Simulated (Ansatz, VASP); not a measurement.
**GaAs: VASP beside Ansatz**

INCAR

```
SYSTEM = GaAs
PREC     = Accurate       ! precision mode
ENCUT    = 520            ! plane-wave cutoff, eV
EDIFF    = 1E-6           ! SCF threshold, eV
ISMEAR   = -1             ! smearing method
SIGMA    = 0.05           ! smearing width, eV
LREAL    = .FALSE.        ! projectors in reciprocal space
LASPH    = .TRUE.         ! aspherical terms in the spheres
NELM     = 80             ! most SCF steps
ALGO     = Normal         ! electronic algorithm
ISIF     = 2              ! what is computed and relaxed
LWAVE    = .FALSE.        ! write WAVECAR
LCHARG   = .TRUE.         ! write CHGCAR
LELF     = .TRUE.         ! ELF
LVHAR    = .TRUE.       
NBANDS   = 16             ! bands
```

File KPOINTS:

```
regular mesh
0
G
  8 8 8
  0 0 0
```

POSCAR

```
GaAs
1.0
    0.0000000000      2.8268500000      2.8268500000
    2.8268500000      0.0000000000      2.8268500000
    2.8268500000      2.8268500000      0.0000000000
As Ga
1 1
Direct
    0.7500000000      0.7500000000      0.7500000000
    0.0000000000      0.0000000000      0.0000000000
```

input.yaml

```yaml
crystal:
  lattice:
    - [0.0, 2.82685, 2.82685]
    - [2.82685, 0.0, 2.82685]
    - [2.82685, 2.82685, 0.0]
  atoms:
    - { symbol: As, position: [0.75, 0.75, 0.75] }
    - { symbol: Ga, position: [0.0, 0.0, 0.0] }
kpoints:
  mp_grid: { grid: [8, 8, 8] }
  band_path:
    path:
      - [0.0, 0.0, 0.0]
      - [0.5, 0.0, 0.5]
      - [0.5, 0.25, 0.75]
      - [0.375, 0.375, 0.75]
      - [0.0, 0.0, 0.0]
      - [0.5, 0.5, 0.5]
      - [0.625, 0.25, 0.625]
      - [0.5, 0.25, 0.75]
    npoints: 6
scf:
  occupations: { method: fermi_dirac, width: 0.05 }
hamiltonian:
  xc: lda
  pseudopotentials: { kind: all_electron, lapw: { basis_error: 0.001 } }
output:
  forces: true
  stress: true
  eigenvalues: true
```

Alike in both runs: functional LDA; k mesh 8 × 8 × 8; occupations fermi-dirac, width 0.05 eV; no spin polarisation.

```csv
,VASP,Ansatz
version,VASP 6.6.1,Ansatz 0.2.0
potentials or method,"VASP PAW LDA potentials, release 64 (As, Ga_d), cutoff 520 eV","all-electron LAPW, scalar-relativistic"
task,single point,band structure
```

VASP gave:

| Item | Value |
| --- | --- |
| gap on the k mesh at the Fermi level (eV) | 0.33 |
| least direct gap on the mesh (eV) | 0.33 |
| pressure (GPa) | -1.6 |

**Question.** Estimate Ansatz's values.

**Answer.** gap on the k mesh at the Fermi level (eV): 0.28; least direct gap on the mesh (eV): 0.28; pressure (GPa): -1.9.

LDA's correlation is that of Perdew and Zunger in VASP and of Perdew and Wang (1992) in Ansatz. Ansatz ran all-electron here, and VASP with PAW potentials.
